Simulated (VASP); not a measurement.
# SnO in VASP: a series of runs, part 2 of 2

VASP 6.6.1. Earlier steps stand in the parts before.

### 3 Single point, PBE+D3(BJ)

This run uses another cell than the first one, of 108.79 Å³/atom, 1.056 times its volume.

INCAR reads:

```
  PREC = Accurate
  ENCUT = 520
  EDIFF = 1E-7
  ISMEAR = 0
  SIGMA = 0.02
  LREAL = F
  LASPH = T
  NELM = 100
  ALGO = Normal
  ISIF = 2
  LWAVE = F
  LCHARG = T
  LDIPOL = T
  IDIPOL = 3
  DIPOL = 0.5 0.5 0.500
  GGA = PE
  IVDW = 12
  LELF = T
  LVHAR = T
  LVACPOTAV = T
  NBANDS = 28
```

KPOINTS reads:

```
Automatic mesh
0
Gamma
  6 6 1
```

POSCAR reads:

```
SnO
1.0
    3.7690000000      0.0000000000      0.0000000000
    0.0000000000      3.7690000000      0.0000000000
    0.0000000000      0.0000000000     30.6327602731
Sn O
2 2
Direct
    0.7500000000      0.2500000000      0.4634378362
    0.2500000000      0.7500000000      0.5365621638
    0.2500000000      0.2500000000      0.5000000000
    0.7500000000      0.7500000000      0.5000000000
```

Potentials or basis: VASP PAW PBE potentials, release 64 (Sn_d, O).

On the command line:

```sh
> cat potpaw_PBE.64/Sn_d/POTCAR potpaw_PBE.64/O/POTCAR > POTCAR
> mpirun -np 1 vasp_std > vasp.out
```

OUTCAR:

```text
PREC = Accurate
   ENCUT = 520
   EDIFF = 1E-7
   ISMEAR = 0
   LREAL = F
   LASPH = T
   NELM = 100
   ISIF = 2
   GGA = PE
   IVDW = 12
 IVDW          = 12

 ion  position               nearest neighbor table
   1  0.750  0.250  0.463-   3 2.19   4 2.19   4 2.19   3 2.19   2 3.48   2 3.48   2 3.48   2 3.48

   2  0.250  0.750  0.537-   3 2.19   4 2.19   3 2.19   4 2.19   1 3.48   1 3.48   1 3.48   1 3.48

   3  0.250  0.250  0.500-   1 2.19   2 2.19   2 2.19   1 2.19
   4  0.750  0.750  0.500-   1 2.19   2 2.19   1 2.19   2 2.19

  LATTYP: Found a simple tetragonal cell.
 ALAT       =     3.7690000000
 C/A-ratio  =     8.1275564535

  Lattice vectors:

 A1 = (   3.7690000000,   0.0000000000,   0.0000000000)
 A2 = (   0.0000000000,   3.7690000000,   0.0000000000)
 A3 = (   0.0000000000,   0.0000000000,  30.6327602731)

Analysis of symmetry for initial positions (statically):
=====================================================================
 Subroutine PRICEL returns:
 Original cell was already a primitive cell.

 Routine SETGRP: Setting up the symmetry group for a
 simple tetragonal supercell.

 Subroutine GETGRP returns: Found 16 space group operations
 (whereof  4 operations were pure point group operations)
[... 163 lines left out ...]

 k-point     1 :       0.0000    0.0000    0.0000
  band No.  band energies     occupation
      1     -24.5051      2.00000
      2     -23.9527      2.00000
      3     -23.9319      2.00000
      4     -23.9319      2.00000
      5     -23.8854      2.00000
      6     -23.8708      2.00000
[... 299 lines left out ...]
     27       4.1874      0.00000
     28       4.1874      0.00000

------------------------ aborting loop because EDIFF is reached ----------------------------------------

 vacuum level on the upper side and lower side of the slab       (xc-potential included)        -0.091        -0.091

 Edisp (eV)   -0.56922

 E8    (eV) :    -0.2574

  FORCE on cell =-STRESS in cart. coord.  units (eV):
  Direction    XX          YY          ZZ          XY          YZ          ZX
  --------------------------------------------------------------------------------------
  -------------------------------------------------------------------------------------
  Total       3.16138     3.16138     3.64092     0.00000     0.00000     0.00000
  in kB      11.63989    11.63989    13.40552     0.00000     0.00000     0.00000
  external pressure =       12.23 kB  Pullay stress =        0.00 kB

 VOLUME and BASIS-vectors are now :
 -----------------------------------------------------------------------------
  energy-cutoff  :      520.00
  volume of cell :      435.15
      direct lattice vectors                 reciprocal lattice vectors
     3.769000000  0.000000000  0.000000000     0.265322367  0.000000000  0.000000000
     0.000000000  3.769000000  0.000000000     0.000000000  0.265322367  0.000000000
     0.000000000  0.000000000 30.632760273     0.000000000  0.000000000  0.032644789

 POSITION                                       TOTAL-FORCE (eV/Angst)
 -----------------------------------------------------------------------------------
      2.82675      0.94225     14.19638         0.000000      0.000000     -1.655140
      0.94225      2.82675     16.43638         0.000000      0.000000      1.655140
      0.94225      0.94225     15.31638        -0.000000     -0.000000     -0.000000
      2.82675      2.82675     15.31638        -0.000000     -0.000000     -0.000000
 -----------------------------------------------------------------------------------
    total drift:                                0.000000      0.000000      0.000000

  FREE ENERGIE OF THE ION-ELECTRON SYSTEM (eV)
  ---------------------------------------------------
  free  energy   TOTEN  =       -22.9772078114 eV

  energy  without entropy=      -22.9772078114  energy(sigma->0) =      -22.97720781

 vacuum level on the upper side and lower side of the slab         1.880         1.880
```

Run time: 7.4 min. Hardware: 1 thread of AMD EPYC 7R13 (Zen 3), shared host; peak memory 0.43 GiB.

What came out:

```yaml
Free_energy: -22.9772 eV
Largest_force: 1.655 eV/Å
Band_gap_on_the_k_mesh: 2.90 eV, indirect (least direct gap 2.97 eV)
Dispersion_energy_per_atom: -0.142 eV
Ionisation_potential_of_the_upper_face: 5.48 eV
```

Forces on the atoms (eV/Å):
```
Sn   0.000  0.000 -1.655
Sn   0.000  0.000  1.655
O    0.000  0.000  0.000
O    0.000  0.000  0.000
```

Caveat: spin-orbit coupling is left out, which moves the levels of the heavy elements.

### 4 Single point, PBE+D3(BJ)

This run uses another cell than the first one, of 114.76 Å³/atom, 1.114 times its volume.

INCAR reads:

```
SYSTEM = SnO
PREC = Accurate
ENCUT = 520
EDIFF = 1E-6
ISMEAR = 0
SIGMA = 0.02
LREAL = .FALSE.
LASPH = .TRUE.
NELM = 100
ALGO = Normal
ISIF = 2
LWAVE = .FALSE.
LCHARG = .FALSE.
LDIPOL = .TRUE.
IDIPOL = 3
DIPOL = 0.5 0.5 0.500
GGA = PE
IVDW = 12
NBANDS = 28
```

KPOINTS reads:

```
Automatic mesh
0
G
  6 6 1
  0 0 0
```

POSCAR reads:

```
SnO
1.0
    3.8710000000      0.0000000000      0.0000000000
    0.0000000000      3.8710000000      0.0000000000
    0.0000000000      0.0000000000     30.6327602731
Sn O
2 2
Direct
    0.7500000000      0.2500000000      0.4594225271
    0.2500000000      0.7500000000      0.5405774729
    0.2500000000      0.2500000000      0.5000000000
    0.7500000000      0.7500000000      0.5000000000
```

Potentials or basis: VASP PAW PBE potentials, release 64 (Sn_d, O).

On the command line:

```sh
> cat potpaw_PBE.64/Sn_d/POTCAR potpaw_PBE.64/O/POTCAR > POTCAR
> mpirun -np 1 vasp_std > vasp.out
```

OUTCAR:

```text
SYSTEM = SnO
   PREC = Accurate
   ENCUT = 520
   EDIFF = 1E-6
   ISMEAR = 0
   LREAL = .FALSE.
   LASPH = .TRUE.
   NELM = 100
   ISIF = 2
   GGA = PE
   IVDW = 12
 IVDW          = 12

 ion  position               nearest neighbor table
   1  0.750  0.250  0.459-   3 2.30   4 2.30   4 2.30   3 2.30   2 3.70   2 3.70   2 3.70   2 3.70

   2  0.250  0.750  0.541-   3 2.30   4 2.30   3 2.30   4 2.30   1 3.70   1 3.70   1 3.70   1 3.70

[... 507 lines left out ...]
  Direction    XX          YY          ZZ          XY          YZ          ZX
  --------------------------------------------------------------------------------------
  -------------------------------------------------------------------------------------
  Total      -2.25026    -2.25026    -3.07151    -0.00000     0.00000     0.00000
  in kB      -7.85437    -7.85437   -10.72088    -0.00000     0.00000     0.00000
  external pressure =       -8.81 kB  Pullay stress =        0.00 kB

 VOLUME and BASIS-vectors are now :
 -----------------------------------------------------------------------------
  energy-cutoff  :      520.00
  volume of cell :      459.02
      direct lattice vectors                 reciprocal lattice vectors
     3.871000000  0.000000000  0.000000000     0.258331181  0.000000000  0.000000000
     0.000000000  3.871000000  0.000000000     0.000000000  0.258331181  0.000000000
     0.000000000  0.000000000 30.632760273     0.000000000  0.000000000  0.032644789

 POSITION                                       TOTAL-FORCE (eV/Angst)
 -----------------------------------------------------------------------------------
      2.90325      0.96775     14.07338        -0.000000     -0.000000      1.209740
      0.96775      2.90325     16.55938        -0.000000      0.000000     -1.209740
      0.96775      0.96775     15.31638         0.000000     -0.000000     -0.000000
      2.90325      2.90325     15.31638         0.000000      0.000000     -0.000000
 -----------------------------------------------------------------------------------
    total drift:                                0.000000      0.000000      0.000000

  FREE ENERGIE OF THE ION-ELECTRON SYSTEM (eV)
  ---------------------------------------------------
  free  energy   TOTEN  =       -23.0277817035 eV

  energy  without entropy=      -23.0277817035  energy(sigma->0) =      -23.02778170

 vacuum level on the upper side and lower side of the slab         1.697         1.697
```

Wall time 8 min (1 thread of AMD EPYC 7R13 (Zen 3), shared host); peak memory 0.5 GiB.

What came out:

```yaml
Free_energy: -23.0278 eV
Largest_force: 1.210 eV/Å
Band_gap_on_the_k_mesh: 2.99 eV, indirect (least direct gap 3.10 eV)
Dispersion_energy_per_atom: -0.132 eV
```

Forces in eV/Å, atoms in the order of the input:
```
Sn   0.000  0.000  1.210
Sn   0.000  0.000 -1.210
O    0.000  0.000  0.000
O    0.000  0.000  0.000
```

Levels at points of the mesh, in eV from the valence-band top:
```csv
k point,band 17,band 18,band 19,band 20,band 21,band 22,band 23,band 24
"(0.00, 0.00, 0.00)",-1.68,-1.15,-1.15,-0.04,3.06,3.34,5.18,5.21
"(0.50, 0.00, 0.00)",-2.70,-2.70,-0.50,-0.50,3.15,3.15,5.65,5.65
"(0.50, 0.50, 0.00)",-0.74,-0.74,-0.55,-0.55,2.99,2.99,5.05,5.05
```

Caveat: spin-orbit coupling is left out, which moves the levels of the heavy elements.

### 5 The runs side by side

```csv
cell,gap on the mesh (eV),largest force (eV/Å)
"a = 3.667, b = 3.667, c = 30.633 Å, 4 atoms",3.21,2.09
"a = 3.769, b = 3.769, c = 30.633 Å, 4 atoms",2.90,1.66
"a = 3.871, b = 3.871, c = 30.633 Å, 4 atoms",2.99,1.21
```

Alike in all rows: task single point; level PBE+D3(BJ); potentials or basis VASP PAW PBE potentials, release 64 (Sn_d, O); no spin polarisation; k mesh 6 × 6 × 1; cutoff (eV) 520; smearing gaussian 0.02 eV.

Caveats: spin-orbit coupling is left out, which moves the levels of the heavy elements.

Absolute energies hang on the potentials; compare differences alone.
